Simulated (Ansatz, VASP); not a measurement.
## One calculation of C, two programs

File INCAR:

```
  ALGO = Normal
  EDIFF = 1E-6
  ENCUT = 520
  GGA = PE
  ISIF = 2
  ISMEAR = 0
  IVDW = 12
  LASPH = T
  LCHARG = F
  LREAL = F
  LWAVE = F
  NBANDS = 11
  NELM = 100
  PREC = Accurate
  SIGMA = 0.15
```

File KPOINTS:

```
k-points
0
Gamma
  21 21 12
```

POSCAR

```
C
1.0
    2.4851167323      0.0000000000      0.0000000000
   -1.2425583661      2.1521742215      0.0000000000
    0.0000000000      0.0000000000      3.6016171223
C
2
Direct
    0.3427033926      0.6854067852      0.0000000000
    0.6572966074      0.3145932148      0.0000000000
```

Input for Ansatz:

```yaml
crystal:
  lattice:
    - [2.4851167323, 0.0, 0.0]
    - [-1.2425583661, 2.1521742215, 0.0]
    - [0.0, 0.0, 3.6016171223]
  atoms:
    - { symbol: C, position: [0.3427033926, 0.6854067852, 0.0] }
    - { symbol: C, position: [0.6572966074, 0.3145932148, 0.0] }
basis:
  ecutwfc: 520.0
kpoints:
  mp_grid: { grid: [21, 21, 12] }
hamiltonian:
  xc: pbe
  pseudopotentials: { kind: paw, azcp: { folder: soft_1 } }
  dispersion: d3bj
scf:
  occupations: { method: gaussian, width: 0.15 }
output:
  forces: true
  stress: true
  eigenvalues: true
```

Change from the starting cell: mode 6 frozen in at +0.040 Å, equal normal strain along x, y and z +0.0083.

Alike in both runs: task single point; functional PBE; dispersion D3(BJ); k mesh 21 × 21 × 12; occupations gaussian, width 0.15 eV; no spin polarisation.

|  | VASP | Ansatz |
| --- | --- | --- |
| version | VASP 6.6.1 | Ansatz 0.2.0 |
| potentials or method | VASP PAW PBE potentials, release 64 (C), cutoff 520 eV | scalar-relativistic, plane waves, PAW |
| valence electrons in the cell | 8 | 8 |

Ansatz gave:

```
gap on the k mesh at the Fermi level (eV)                     : none
pressure (GPa)                                                : -3.6
traceless stress, the component that is largest in VASP (GPa) : -8.79
rms of the force components (eV/Å)                            : 2.566
```

Problem. Which values does VASP return?

Solution. gap on the k mesh at the Fermi level (eV): none; pressure (GPa): -3.3; traceless stress, the component that is largest in VASP (GPa): -8.70; rms of the force components (eV/Å): 2.571.

Atom by atom the forces differ by 0.006 eV/Å (rms over components). A gap of «none» marks a metal or a gap that the smearing closes.
